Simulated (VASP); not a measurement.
MgS: single point with PBEsol

The system is MgS.

```
Mg S
1.0
     0.00000   -2.89654   -2.89654
    -2.89654    0.00000   -2.89654
     2.89654    2.89654   -5.79309
Mg S
2 2
Direct
  0.00000 0.00000 0.00000
  0.50000 0.50000 0.50000
  0.37500 0.37500 0.87500
  0.87500 0.87500 0.37500
```

```yaml
Program: VASP 6.6.1
Task: single point
Functional: PBEsol
Potentials_or_basis: VASP PAW PBE potentials, release 64 (Mg, S)
Cutoff: 520 eV
k_mesh: 9 × 9 × 8
Occupations: gaussian, width 0.05 eV
Spin: no spin polarisation
```

The pressure is -3.8 GPa and the band gap on the k mesh is 2.97 eV.

Levels at points of the mesh, in eV from the valence-band top:
```
           k point  band 6  band 7  band 8  band 9  band 10  band 11
(0.00, 0.00, 0.00)    0.00    0.00    0.00    2.97     4.75     7.44
(0.00, 0.00, 0.50)   -0.16   -0.16   -0.16    4.51     4.51     7.41
```

Wall time 7.4 min on 1 thread of Oxide Virtual Turin-like Processor (shared host), peak memory 0.53 GiB.

Caveat: the cell stands under tension; the PAW data sets were made with another functional, which shifts forces and pressure a little. A k mesh can miss the band edges.
